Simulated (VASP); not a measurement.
Set up this calculation in VASP 6.6.1, as the native input.

| Item | Value |
| --- | --- |
| Task | single point |
| Functional | PBE |
| Potentials or basis | VASP PAW PBE potentials, release 64 (Si, Al) |
| Cutoff | 520 eV |
| k mesh | 2 × 2 × 2 |
| Occupations | gaussian, width 0.05 eV |
| Spin | collinear spin, zero start |
| Starting moments | [0.0, 0.0, 0.0, 0.0, 0.0, 0.0, 0.0, 0.0, 0.0, 0.0, 0.0, 0.0, 0.0, 0.0, 0.0, 0.0, 0.0] μB |
| Dipole correction | no |
| Further INCAR settings | LREAL = Auto; ALGO = Normal; EDIFF = 1e-06; NBANDS = 52 |

The structure of AlSi16 (a cell with a defect) lies in POSCAR:

```
AlSi16
1.0
    0.0000000000      5.4300000000      5.4300000000
    5.4300000000      0.0000000000      5.4300000000
    5.4300000000      5.4300000000      0.0000000000
Si Al
16 1
Direct
   -0.0459108656      0.0153198895      0.0151874770
    0.1171760589      0.1141364641      0.1140117864
    0.0053004604     -0.0152673112      0.5048932781
    0.1172115101      0.1141347145      0.6544645488
    0.0052972376      0.5050208103     -0.0153935543
    0.1172061694      0.6545958564      0.1140094843
    0.0053286372      0.5050076427      0.5048822284
    0.1600581031      0.6133404236      0.6132140884
    0.4939045120     -0.0015424494     -0.0016612339
    0.5853415285      0.1382337937      0.1381116943
    0.4939429098     -0.0015508287      0.5090930018
    0.6316744936      0.1185555249      0.6247980663
    0.4939372007      0.5092160221     -0.0016688766
    0.6316708103      0.6249166667      0.1184396869
    0.5310080110      0.4896879374      0.4895715470
    0.6317064457      0.6249071823      0.6247896869
    1.1758053407      0.2747497238      0.2746184162
```

The input as run:

INCAR

```
PREC = Accurate
ENCUT = 520
EDIFF = 1E-6
ISMEAR = 0
SIGMA = 0.05
LREAL = Auto
LASPH = T
NELM = 150
ALGO = Normal
ISIF = 2
LWAVE = F
LCHARG = F
ISPIN = 2
MAGMOM = 0 0 0 0 0 0 0 0 0 0 0 0 0 0 0 0 0
LORBIT = 11
GGA = PE
NBANDS = 52
```

KPOINTS

```
Automatic mesh
0
Gamma
  2 2 2
```

Potentials or basis: VASP PAW PBE potentials, release 64 (Si, Al).

The run is started by

```console
$ cat potpaw_PBE.64/Si/POTCAR potpaw_PBE.64/Al/POTCAR > POTCAR
$ mpirun -np 1 vasp_std > vasp.out
```

Results of the run:

```yaml
Pressure: 5.3 GPa
Largest_force: 0.662 eV/Å
Net_moment: 0.00 μB per cell
Valence_electrons_inside_the_program's_atomic_spheres: Si 1.74, 1.69, 1.67, 1.70, 1.68, 1.71 (each value once); Al 0.85
```

Caveat: the k points lie up to 0.50 Å⁻¹ apart; no moment was typed at the start, so none could form.

It took 4.2 min on 1 thread of Intel(R) Xeon(R) 6975P-C (Granite Rapids), on a shared host, peak memory 0.7 GiB.
